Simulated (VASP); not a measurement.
# TaS2 (P-3m1) in VASP: a series of runs

TaS2 is run at these levels: PBEsol; tasks: single point.

Program: VASP 6.6.1. These are calculated values, not measurements. Logs are shortened: lines on timing, memory, paths and dates and some standing lists are left out, and cuts for length are marked.

## 1. The cell of the first run

It takes space group P-3m1 (No. 164, trigonal). Conventional cell: a = 3.283 Å, b = 3.283 Å, c = 5.860 Å, α = 90.00°, β = 90.00°, γ = 120.00°. Ta (site symmetry -3m) has 6 S at 2.40 Å and 6 Ta at 3.28 Å within 3.3 Å. Within 3.3 Å of S (site symmetry 3m) lie 3 Ta at 2.40 Å and 6 S at 3.28 Å.

## 2. Single point, PBEsol (equal xx and yy strain of -2 %)

Input file INCAR:

```
SYSTEM = TaS2
ALGO = Normal
EDIFF = 1E-6
ENCUT = 500
GGA = PS
GGA_COMPAT = .FALSE.
ISIF = 2
ISMEAR = -1
LASPH = .TRUE.
LCHARG = .FALSE.
LREAL = .FALSE.
LWAVE = .FALSE.
NBANDS = 18
NELM = 120
PREC = Accurate
SIGMA = 0.02
```

Input file KPOINTS:

```
k-points
0
G
  8 8 4
  0 0 0
```

Input file POSCAR:

```
TaS2
1.0
    3.2830020782      0.0000000000      0.0000000000
   -1.6415010391      2.8431632004      0.0000000000
    0.0000000000      0.0000000000      5.8600000000
Ta S
1 2
Direct
    0.0000000000      0.0000000000      0.0000000000
    0.3333333333      0.6666666667      0.2500000000
    0.6666666667      0.3333333333      0.7500000000
```

Potentials or basis: VASP PAW PBE potentials, release 64 (Ta_pv, S).

Run with:

```console
> cat potpaw_PBE.64/Ta_pv/POTCAR potpaw_PBE.64/S/POTCAR > POTCAR
> mpirun -np 1 vasp_std > vasp.out
```

OUTCAR:

```text
SYSTEM = TaS2
   EDIFF = 1E-6
   ENCUT = 500
   GGA = PS
   ISIF = 2
   ISMEAR = -1
   LASPH = .TRUE.
   LREAL = .FALSE.
   NELM = 120
   PREC = Accurate

 ion  position               nearest neighbor table
   1  0.000  0.000  0.000-   2 2.40   3 2.40   3 2.40   2 2.40   3 2.40   2 2.40
   2  0.333  0.667  0.250-   1 2.40   1 2.40   1 2.40
   3  0.667  0.333  0.750-   1 2.40   1 2.40   1 2.40

  LATTYP: Found a hexagonal cell.
 ALAT       =     3.2830020782
 C/A-ratio  =     1.7849516572

  Lattice vectors:

 A1 = (   3.2830020782,   0.0000000000,   0.0000000000)
 A2 = (  -1.6415010391,   2.8431632004,   0.0000000000)
 A3 = (   0.0000000000,   0.0000000000,   5.8600000000)

Analysis of symmetry for initial positions (statically):
=====================================================================
 Subroutine PRICEL returns:
 Original cell was already a primitive cell.

 Routine SETGRP: Setting up the symmetry group for a
 hexagonal supercell.

 Subroutine GETGRP returns: Found 12 space group operations
 (whereof 12 operations were pure point group operations)
 out of a pool of 24 trial point group operations.

The static configuration has the point symmetry D_3d.

Analysis of symmetry for dynamics (positions and initial velocities):
=====================================================================
 Subroutine PRICEL returns:
 Original cell was already a primitive cell.

 Routine SETGRP: Setting up the symmetry group for a
 hexagonal supercell.

 Subroutine GETGRP returns: Found 12 space group operations
 (whereof 12 operations were pure point group operations)
 out of a pool of 24 trial point group operations.

The dynamic configuration has the point symmetry D_3d.

 Subroutine INISYM returns: Found 12 space group operations
 (whereof 12 operations are pure point group operations),
 and found     1 'primitive' translations

----------------------------------------------------------------------------------------

                                     Primitive cell

  volume of cell :      54.6979

  direct lattice vectors                    reciprocal lattice vectors
     3.283002078  0.000000000  0.000000000     0.304599259  0.175860464  0.000000000
    -1.641501039  2.843163200  0.000000000     0.000000000  0.351720928  0.000000000
     0.000000000  0.000000000  5.860000000     0.000000000  0.000000000  0.170648464

  length of vectors
     3.283002078  3.283002078  5.860000000     0.351720928  0.351720928  0.170648464

  position of ions in fractional coordinates (direct lattice)
     0.000000000  0.000000000  0.000000000
     0.333333333  0.666666667  0.250000000
     0.666666667  0.333333333  0.750000000

  ion indices of the primitive-cell ions
   primitive index   ion index
                 1           1
                 2           2
                 3           3

----------------------------------------------------------------------------------------

 KPOINTS: k-points

Automatic generation of k-mesh.
 Grid dimensions read from file:
 generate k-points for:    8    8    4

 Generating k-lattice:

  Cartesian coordinates                     Fractional coordinates (reciprocal lattice)
     0.038074907  0.021982558  0.000000000     0.125000000  0.000000000  0.000000000
     0.000000000  0.043965116  0.000000000     0.000000000  0.125000000  0.000000000
     0.000000000  0.000000000  0.042662116     0.000000000  0.000000000  0.250000000

  Length of vectors
     0.043965116  0.043965116  0.042662116

  Shift w.r.t. Gamma in fractional coordinates (k-lattice)
     0.000000000  0.000000000  0.000000000

 Subroutine IBZKPT returns following result:
 ===========================================

 Found     35 irreducible k-points:

 Following reciprocal coordinates:
            Coordinates               Weight
  0.000000  0.000000  0.000000      1.000000
  0.125000  0.000000  0.000000      6.000000
  0.250000  0.000000  0.000000      6.000000
  0.375000  0.000000  0.000000      6.000000
  0.500000  0.000000  0.000000      3.000000
  0.125000  0.125000  0.000000      6.000000
[... 16 lines left out ...]
 -0.125000  0.500000  0.250000     12.000000
  0.250000  0.250000  0.250000     12.000000
 [... further k-points ...]
   k-points           NKPTS =     35   k-points in BZ     NKDIM =     35   number of bands    NBANDS=     18
   number of dos      NEDOS =    301   number of ions     NIONS =      3
   total plane-waves  NPLWV =  27648
   dimension x,y,z NGX =    24 NGY =   24 NGZ =   48
   dimension x,y,z NGXF=    48 NGYF=   48 NGZF=   96
   ions per type =               1   2
   NGX,Y,Z   is equivalent  to a cutoff of  12.15, 12.15, 13.62 a.u.
   NGXF,Y,Z  is equivalent  to a cutoff of  24.31, 24.31, 27.23 a.u.
 SYSTEM =  TaS2
   PREC   = accura    normal or accurate (medium, high low for compatibility)
   ISTART =      0    job   : 0-new  1-cont  2-samecut
   ICHARG =      2    charge: 1-file 2-atom 10-const
   ISPIN  =      1    spin polarized calculation?
   LNONCOLLINEAR =      F non collinear calculations
   LSORBIT =      F    spin-orbit coupling
   LASPH  =      T    aspherical Exc in radial PAW
   ENCUT  =  500.0 eV  36.75 Ry    6.06 a.u.   5.99  5.99 10.68*2*pi/ulx,y,z
   NELM   =    120;   NELMIN=  2; NELMDL= -5     # of ELM steps
   EDIFF  = 0.1E-05   stopping-criterion for ELM
   LREAL  =      F    real-space projection
   EDIFFG = 0.1E-04   stopping-criterion for IOM
   NSW    =      0    number of steps for IOM
   IBRION =     -1    ionic relax: 0-MD 1-quasi-New 2-CG
   NFREE  =      0    steps in history (QN), initial steepest desc. (CG)
   ISIF   =      2    stress and relaxation
   ISYM   =      2    0-nonsym 1-usesym 2-fastsym
   POTIM  = 0.5000    time-step for ionic-motion
   TEBEG  =    0.0;   TEEND  =   0.0 temperature during run
   PSTRESS=    0.0 pullay stress
   NELECT =      23.0000    total number of electrons
   NUPDOWN=      -1.0000    fix difference up-down
   EMIN   =  10.00;   EMAX   =-10.00  energy-range for DOS
   EFERMI =   0.00;   METHOD = LEGACY
   ISMEAR =    -1;   SIGMA  =   0.02  broadening in eV -4-tet -1-fermi 0-gaus
   EFERMI_NEDOS =   21; number of points for ismear=-14 and -15
   IALGO  =     38    algorithm
   IMIX   =      4    mixing-type and parameters
     AMIX     =   0.40;   BMIX     =  1.00
     AMIX_MAG =   1.60;   BMIX_MAG =  1.00
  volume/ion in A,a.u.               =      18.23       123.04
  Fermi-wavevector in a.u.,A,eV,Ry     =   1.226480  2.317712 20.466618  1.504254
  Thomas-Fermi vector in A             =   2.361480
   LORBIT       =      0    0 simple, 1 ext, 2 COOP (PROOUT), +10 PAW based schemes
   GGA     = PS    functional components
   LHFCALC =     F    Hartree Fock is set to
   AEXX    =    0.0000 exact exchange contribution
   IVDW    =     0    specifies the selected vdW correction
   LEPSILON=     F    determine dielectric tensor
   LRPA    =     F    only Hartree local field effects (RPA)
 non-spin polarized calculation
  energy-cutoff  :      500.00
  volume of cell :       54.70
 maximum number of plane-waves:      1404
   NGX = 11   NGY = 11   NGZ = 21

 number of electron      22.9999998 magnetization

 Free energy of the ion-electron system (eV)
  ---------------------------------------------------
  ext. energy  EPLUGINS =         0.00000000
  ---------------------------------------------------
  free energy    TOTEN  =       -24.40312904 eV

  energy without entropy =      -24.39776214  energy(sigma->0) =      -24.40044559

 E-fermi :   5.9685     XC(G=0): -10.8828

 val. band max:        5.9585904186   @ k =   0.2500   0.1250   0.5000
 cond. band min:       5.9738427480   @ k =   0.0000   0.0000   0.5000
 fundamental gap:      0.0152523294
 Fermi energy:         5.9685186051

 k-point     1 :       0.0000    0.0000    0.0000
  band No.  band energies     occupation
      1     -29.1426      2.00000
      2     -29.0640      2.00000
      3     -29.0640      2.00000
      4      -9.4325      2.00000
      5      -7.2102      2.00000
      6      -1.3300      2.00000
[... 10 lines left out ...]
     17      11.2877      0.00000
     18      11.8450      0.00000

 k-point     2 :       0.1250    0.0000    0.0000
  band No.  band energies     occupation
      1     -29.1316      2.00000
      2     -29.1215      2.00000
      3     -29.0769      2.00000
      4      -9.1663      2.00000
      5      -7.2197      2.00000
      6      -1.0181      2.00000
[... 10 lines left out ...]
     17      12.5166      0.00000
     18      12.8155      0.00000

 k-point     3 :       0.2500    0.0000    0.0000
  band No.  band energies     occupation
      1     -29.2585      2.00000
      2     -29.1081      2.00000
      3     -29.1038      2.00000
      4      -8.4688      2.00000
      5      -7.2327      2.00000
      6      -0.2424      2.00000
[... 10 lines left out ...]
     17      13.0984      0.00000
     18      13.8957      0.00000

 k-point     4 :       0.3750    0.0000    0.0000
  band No.  band energies     occupation
      1     -29.3914      2.00000
      2     -29.1390      2.00000
      3     -29.0762      2.00000
      4      -7.7605      2.00000
      5      -7.0904      2.00000
      6      -0.6084      2.00000
[... 375 lines left out ...]
      4      -7.4950      2.00000
      5      -6.9302      2.00000
      6      -0.9046      2.00000
[... 10 lines left out ...]
     17      12.5591      0.00000
     18      13.1882      0.00000

 k-point    23 :      -0.1250    0.5000    0.2500
  band No.  band energies     occupation
      1     -29.4154      2.00000
      2     -29.1833      2.00000
      3     -29.0649      2.00000
      4      -7.5799      2.00000
      5      -6.8103      2.00000
      6      -0.9866      2.00000
[... 10 lines left out ...]
     17      12.5689      0.00000
     18      12.8609      0.00000

 k-point    24 :       0.2500    0.2500    0.2500
  band No.  band energies     occupation
      1     -29.3734      2.00000
      2     -29.2268      2.00000
      3     -29.0649      2.00000
      4      -7.3086      2.00000
      5      -7.1341      2.00000
      6      -0.2636      2.00000
[... 10 lines left out ...]
     17      12.9630      0.00000
     18      13.6861      0.00000

 [... further k-points ...]
[... 5 lines left out ...]
  --------------------------------------------------------------------------------------
  -------------------------------------------------------------------------------------
  Total        3.3504654      3.3504654      4.6875872      0.0000000     -0.0000000      0.0000000
  in kB       98.1397974     98.1397974    137.3059570      0.0000000     -0.0000000      0.0000000
  external PRESSURE =     111.1951839 kB  Pullay stress =       0.0000000 kB

 VOLUME and BASIS-vectors are now :
 -----------------------------------------------------------------------------
  energy-cutoff  :      500.00
  volume of cell :       54.70
      direct lattice vectors                 reciprocal lattice vectors
     3.283002078  0.000000000  0.000000000     0.304599259  0.175860464  0.000000000
    -1.641501039  2.843163200  0.000000000     0.000000000  0.351720928  0.000000000
     0.000000000  0.000000000  5.860000000     0.000000000  0.000000000  0.170648464

 POSITION                                       TOTAL-FORCE (eV/Angst)
 -----------------------------------------------------------------------------------
      0.00000      0.00000      0.00000        -0.000000      0.000000      0.000000
     -0.00000      1.89544      1.46500        -0.000000      0.000000      1.646020
      1.64150      0.94772      4.39500         0.000000     -0.000000     -1.646020
 -----------------------------------------------------------------------------------
    total drift:                               -0.000000      0.000000      0.000000

  FREE ENERGIE OF THE ION-ELECTRON SYSTEM (eV)
  ---------------------------------------------------
  free  energy   TOTEN  =       -24.4031290439 eV

  energy  without entropy=      -24.3977621369  energy(sigma->0) =      -24.40044559
```

Wall time 18 s (1 thread of Intel Xeon Platinum 8375C at 2.90GHz (Ice Lake), shared host); peak memory 0.18 GiB.

What came out:

```yaml
Free_energy: -24.4031 eV
Pressure: 11.1 GPa
Largest_force: 1.646 eV/Å
Band_gap_on_the_k_mesh: zero (an odd number of electrons rules out a gap without spin polarisation)
```

Forces on the atoms (eV/Å):
```
Ta   0.000  0.000  0.000
S    0.000  0.000  1.646
S    0.000  0.000 -1.646
```

Stress tensor (GPa, compression positive):
```
 9.81  0.00  0.00
 0.00  9.81  0.00
 0.00  0.00 13.73
```

Levels at points of the mesh, in eV from the Fermi level:
```
           k point  band 9  band 10  band 11  band 12  band 13  band 14
(0.00, 0.00, 0.00)   -1.41    -0.63    -0.63     0.03     0.03     0.08
(0.50, 0.00, 0.00)   -4.18    -3.52    -2.17    -0.93     2.72     3.36
(0.00, 0.00, 0.50)   -3.75    -0.77    -0.77     0.01     0.01     1.26
(0.50, 0.00, 0.50)   -4.31    -2.28    -1.89    -1.45     2.71     3.34
```

Caveat: the cell differs from its parent crystal (equal xx and yy strain of -2 %); the cell stands under pressure; the PAW data sets were made with another functional, which shifts forces and pressure a little; spin-orbit coupling is left out, which moves the levels of the heavy elements; this functional lacks dispersion, which binds the layers, so the pressure and a relaxed spacing across them are unreliable.

## 3. Single point, PBEsol (equal xx and yy strain of -1 %)

Input file INCAR:

```
ALGO = Normal
EDIFF = 1E-6
ENCUT = 500
GGA = PS
GGA_COMPAT = F
ISIF = 2
ISMEAR = -1
LASPH = T
LCHARG = T
LELF = T
LREAL = F
LVHAR = T
LWAVE = F
NBANDS = 18
NELM = 120
PREC = Accurate
SIGMA = 0.02
```

Input file KPOINTS:

```
k-points
0
Gamma
  8 8 4
```

Input file POSCAR:

```
TaS2
1.0
    3.3165020994      0.0000000000      0.0000000000
   -1.6582510497      2.8721750698      0.0000000000
    0.0000000000      0.0000000000      5.8600000000
Ta S
1 2
Direct
    0.0000000000      0.0000000000      0.0000000000
    0.3333333333      0.6666666667      0.2500000000
    0.6666666667      0.3333333333      0.7500000000
```

Potentials or basis: VASP PAW PBE potentials, release 64 (Ta_pv, S).

Run with:

```console
> cat potpaw_PBE.64/Ta_pv/POTCAR potpaw_PBE.64/S/POTCAR > POTCAR
> mpirun -np 1 vasp_std > vasp.out
```

It took 20 s on 1 thread of Intel Xeon Platinum 8375C at 2.90GHz (Ice Lake), shared host; peak memory 0.18 GiB.

It converged, with:

```
Free energy            : -24.4593 eV
Pressure               : 7.7 GPa
Largest force          : 1.312 eV/Å
Band gap on the k mesh : zero (an odd number of electrons rules out a gap without spin polarisation)
```

Forces on the atoms (eV/Å):
```
Ta   0.000  0.000  0.000
S    0.000  0.000  1.312
S    0.000  0.000 -1.312
```

Stress tensor (GPa, compression positive):
```
 6.15  0.00  0.00
 0.00  6.15  0.00
 0.00  0.00 10.68
```

Levels at points of the mesh, in eV from the Fermi level:
| k point | band 9 | band 10 | band 11 | band 12 | band 13 | band 14 | band 15 | band 16 |
| --- | --- | --- | --- | --- | --- | --- | --- | --- |
| (0.00, 0.00, 0.00) | -1.37 | -0.71 | -0.71 | 0.01 | 0.01 | 0.16 | 4.18 | 4.18 |
| (0.50, 0.00, 0.00) | -4.15 | -3.51 | -2.22 | -0.89 | 2.57 | 3.16 | 4.44 | 5.34 |
| (0.00, 0.00, 0.50) | -3.68 | -0.85 | -0.85 | -0.02 | -0.02 | 1.23 | 4.61 | 4.61 |
| (0.50, 0.00, 0.50) | -4.28 | -2.27 | -1.94 | -1.37 | 2.56 | 3.14 | 4.32 | 4.61 |

Caveat: the cell differs from its parent crystal (equal xx and yy strain of -1 %); the cell stands under pressure; the PAW data sets were made with another functional, which shifts forces and pressure a little; spin-orbit coupling is left out, which moves the levels of the heavy elements; this functional lacks dispersion, which binds the layers, so the pressure and a relaxed spacing across them are unreliable.

## 4. Single point, PBEsol (equal xx and yy strain of +1 %)

Input file INCAR:

```
PREC = Accurate ; ENCUT = 500
EDIFF = 1E-6 ; ISMEAR = -1
SIGMA = 0.02 ; LREAL = False
LASPH = True ; NELM = 120
ALGO = Normal ; ISIF = 2
LWAVE = False ; LCHARG = False
GGA = PS ; NBANDS = 18
GGA_COMPAT = False
```

Input file KPOINTS:

```
Automatic mesh
0
Gamma
  8 8 4
```

Input file POSCAR:

```
TaS2
1.0
    3.3835021418      0.0000000000      0.0000000000
   -1.6917510709      2.9301988086      0.0000000000
    0.0000000000      0.0000000000      5.8600000000
Ta S
1 2
Direct
    0.0000000000      0.0000000000      0.0000000000
    0.3333333333      0.6666666667      0.2500000000
    0.6666666667      0.3333333333      0.7500000000
```

Run with:

```console
> cat potpaw_PBE.64/Ta_pv/POTCAR potpaw_PBE.64/S/POTCAR > POTCAR
> mpirun -np 1 vasp_std > vasp.out
```

Wall time 28 s (1 thread of Intel Xeon Platinum 8375C at 2.90GHz (Ice Lake), shared host); peak memory 0.19 GiB.

It converged, with:

* Free energy: -24.4999 eV
* Pressure: 1.6 GPa
* Largest force: 0.722 eV/Å
* Band gap on the k mesh: zero (an odd number of electrons rules out a gap without spin polarisation)

Forces in eV/Å, atoms in the order of the input:
```
Ta   0.000  0.000  0.000
S    0.000  0.000  0.722
S    0.000  0.000 -0.722
```

Stress tensor (GPa, compression positive):
```
-0.37  0.00  0.00
 0.00 -0.37  0.00
 0.00  0.00  5.50
```

Levels at points of the mesh, in eV from the Fermi level:
```tsv
k point	band 10	band 11	band 12	band 13	band 14	band 15
(0.00, 0.00, 0.00)	-0.84	-0.84	-0.02	-0.02	0.29	4.00
(0.50, 0.00, 0.00)	-3.47	-2.31	-0.81	2.29	2.78	4.43
(0.00, 0.00, 0.50)	-0.98	-0.98	-0.05	-0.05	1.17	4.42
(0.50, 0.00, 0.50)	-2.24	-2.03	-1.22	2.28	2.78	4.36
```

Caveat: the cell differs from its parent crystal (equal xx and yy strain of +1 %); the PAW data sets were made with another functional, which shifts forces and pressure a little; spin-orbit coupling is left out, which moves the levels of the heavy elements; this functional lacks dispersion, which binds the layers, so the pressure and a relaxed spacing across them are unreliable.

[end of part 1 of 2]
